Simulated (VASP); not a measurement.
Runs of VASP 6.6.1 on Ca. The structure is that of space group Pm-3m (No. 221), or close to it. The cells are those of the table. 

| cell | gap on the mesh (eV) | pressure (GPa) |
| --- | --- | --- |
| a = 2.593 Å, 1 atom | none | 36.6 |
| a = 2.571 Å, 1 atom | none | 39.8 |
| a = 2.637 Å, 1 atom | none | 31.4 |
| a = 2.699 Å, 1 atom | 0.09 | (b) |
| a = 2.615 Å, 1 atom | none | 34.0 |
| a = 2.679 Å, 1 atom | none | 27.2 |
| a = 2.658 Å, 1 atom | none | 29.0 |
| a = 2.525 Å, 1 atom | none | (a) |

Alike in all rows: task single point; level PBEsol+D3(BJ); potentials or basis VASP PAW PBE potentials, release 64 (Ca_sv); no spin polarisation; k mesh 9 × 9 × 9; cutoff (eV) 500; smearing methfessel-paxton 0.15 eV.

Problem. Fill in the values left out.

Solution. (a) 44.6; (b) 25.6.

Caveats: three body term missing; the PAW data sets were made with another functional, which shifts forces and pressure a little; pairwise dispersion overbinds metals, which lowers pressure and volume (some runs).

A k mesh can miss the band edges.

A gap of «none» marks levels without a gap at the run's occupations.
